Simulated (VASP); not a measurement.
Be2Ge: single point with PBE-based screened hybrid

Be2Ge:

```
CELL_PARAMETERS angstrom
0.00000 2.67830 2.67830
2.67830 0.00000 2.67830
2.67830 2.67830 0.00000
ATOMIC_POSITIONS crystal
Ge 0.00000 0.00000 0.00000
Be 0.25000 0.25000 0.25000
Be 0.75000 0.75000 0.75000
```

```
Program             : VASP 6.6.1
Task                : single point
Functional          : PBE-based screened hybrid
Potentials or basis : VASP PAW PBE potentials, release 64 (Ge_d, Be)
Cutoff              : 520 eV
k mesh              : 4 × 4 × 4
Occupations         : fermi-dirac, width 0.02 eV
Spin                : no spin polarisation
```

```yaml
Pressure: 1.0 GPa
Band_gap_on_the_k_mesh: zero (band 9 reaches 7.14 eV, above the bottom of band 10 at 6.53 eV)
```

Levels at points of the mesh, in eV from the Fermi level:
| k point | band 7 | band 8 | band 9 | band 10 | band 11 | band 12 |
| --- | --- | --- | --- | --- | --- | --- |
| (0.00, 0.00, 0.00) | 0.51 | 0.51 | 0.51 | 0.70 | 0.70 | 0.70 |
| (0.50, 0.00, 0.00) | -7.92 | -1.83 | -1.83 | 1.53 | 1.53 | 2.20 |
| (0.50, 0.50, 0.00) | -7.05 | -4.39 | -4.39 | -0.10 | 0.10 | 8.15 |

Wall time 8.3 min on 1 thread of Intel(R) Xeon(R) Platinum 8259CL CPU @ 2.50GHz (Skylake/Cascade Lake) (shared host), peak memory 0.26 GiB.

Caveat: the k points lie up to 0.51 Å⁻¹ apart; the PAW data sets were made with another functional, which shifts forces and pressure a little.
